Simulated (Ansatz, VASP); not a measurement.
**SrCl2 in VASP and in Ansatz**

```
CELL_PARAMETERS angstrom
0.00000 3.48835 3.48835
3.48835 0.00000 3.48835
3.48835 3.48835 0.00000
ATOMIC_POSITIONS crystal
Sr 0.00000 0.00000 0.00000
Cl 0.75000 0.75000 0.75000
Cl 0.25000 0.25000 0.25000
```

Alike in both runs: functional PBEsol; k mesh 4 × 4 × 4; occupations fermi-dirac, width 0.05 eV; no spin polarisation.

```csv
,VASP,Ansatz
version,VASP 6.6.1,Ansatz 0.2.0
potentials or method,"VASP PAW PBE potentials, release 64 (Sr_sv, Cl)",Ansatz PAW
plane-wave cutoff (eV),520,420
valence electrons in the cell,24,24
task,single point,projected density of states
```

Ansatz gave:

```
gap on the k mesh at the Fermi level (eV) : 5.14
least direct gap on the mesh (eV)         : 5.36
pressure (GPa)                            : -1.1
```

Q: Estimate VASP's values.

A: gap on the k mesh at the Fermi level (eV): 5.13; least direct gap on the mesh (eV): 5.36; pressure (GPa): -0.9.

VASP's potentials were made for PBE, not for PBEsol. With one functional, cell and mesh, what is left measures potentials, basis and numerics.
